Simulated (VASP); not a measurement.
Runs of VASP 6.6.1 on Cu. The structure is that of space group Pm-3m (No. 221), or close to it. The cells are those of the table. 

| task | potentials or basis | cell | cutoff (eV) | second run | gap on the mesh (eV) | pressure (GPa) |
| --- | --- | --- | --- | --- | --- | --- |
| relaxation of cell and atoms | VASP PAW PBE potentials, release 64 (Cu) | relaxed to 30 GPa from a = 2.350 Å, 1 atom | 600 | - | none | 30.4 |
| single point | VASP PAW PBE potentials, release 64 (Cu_sv_GW) | a = 2.292 Å, 1 atom | 770 | valence_matched | none | (a) |
| relaxation of cell and atoms | VASP PAW PBE potentials, release 64 (Cu) | relaxed to 15 GPa from a = 2.350 Å, 1 atom | 600 | - | none | 14.9 |
| single point | VASP PAW PBE potentials, release 64 (Cu) | a = 2.369 Å, 1 atom | 520 | - | none | 0.5 |
| relaxation of cell and atoms | VASP PAW PBE potentials, release 64 (Cu) | relaxed from a = 2.350 Å, 1 atom | 600 | - | none | 0.0 |

Alike in all rows: level r2SCAN; no spin polarisation; k mesh 10 × 10 × 10; smearing fermi-dirac 0.1 eV.

Problem. Estimate the missing entries.

Solution. (a) 11.8.

Caveats: the PAW data sets were made with another functional, which shifts forces and pressure a little; the cell is relaxed towards a set pressure, so the enthalpy falls and the energy may rise (some runs).

A gap of «none» marks levels without a gap at the run's occupations.

The runs don't all hold the same shells in valence.
